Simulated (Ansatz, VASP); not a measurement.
## H4C in VASP and in Ansatz

```
C H
1.0
     7.38766    0.00000    0.00000
     0.00000    7.38766    0.00000
     0.00000    0.00000    7.38766
C H
8 32
Direct
  0.44363 0.65117 0.38861
  0.72115 0.24830 0.25573
  0.35389 0.22717 0.91521
  0.18349 0.78690 0.92340
  0.89889 0.47208 0.73679
  0.19403 0.22982 0.38934
  0.93099 0.76142 0.33259
  0.64359 0.00040 0.65474
  0.53217 0.69519 0.49954
  0.36490 0.53239 0.43110
  0.52712 0.61556 0.27075
  0.35034 0.76168 0.35284
  0.69965 0.11120 0.20229
  0.79770 0.23897 0.38306
  0.58989 0.31364 0.28086
  0.79869 0.32919 0.15731
  0.43021 0.15599 0.02107
  0.33320 0.13522 0.80078
  0.43057 0.34664 0.87085
  0.22212 0.26950 0.96995
  0.32400 0.81664 0.88424
  0.13964 0.88490 0.02624
  0.17420 0.64920 0.97815
  0.09576 0.79721 0.80358
  0.82495 0.60079 0.74758
  0.01741 0.49054 0.64835
  0.81001 0.36683 0.67882
  0.94474 0.43010 0.87243
  0.27365 0.19796 0.51115
  0.12072 0.10918 0.34292
  0.28425 0.27630 0.28067
  0.09592 0.33693 0.42156
  0.00813 0.86608 0.40479
  0.84834 0.68519 0.42962
  0.02541 0.66990 0.26347
  0.84248 0.82632 0.23234
  0.55314 0.01370 0.53717
  0.77657 0.95370 0.60790
  0.58623 0.90199 0.75091
  0.65610 0.13203 0.72328
```

Alike in both runs: functional LDA; k mesh 1 × 1 × 1; occupations fermi-dirac, width 0.02 eV; no spin polarisation.

Ansatz relaxed the structure, and its values are those at the end. VASP's run is a single point on that final structure, the one shown.

```csv
,VASP,Ansatz
version,VASP 6.6.1,Ansatz 0.2.0
potentials or method,"VASP PAW LDA potentials, release 64 (C_h, H_h), cutoff 910 eV","scalar-relativistic, plane waves, PAW"
valence electrons in the cell,64,64
```

Ansatz gave:

- rms of the force components (eV/Å): 0.037

Question: What did VASP give for the same quantities?

Answer: rms of the force components (eV/Å): 0.031.

LDA's correlation is that of Perdew and Zunger in VASP and of Perdew and Wang (1992) in Ansatz.

Noted on VASP's run: the cutoff is short for stress, so the pressure is rough.
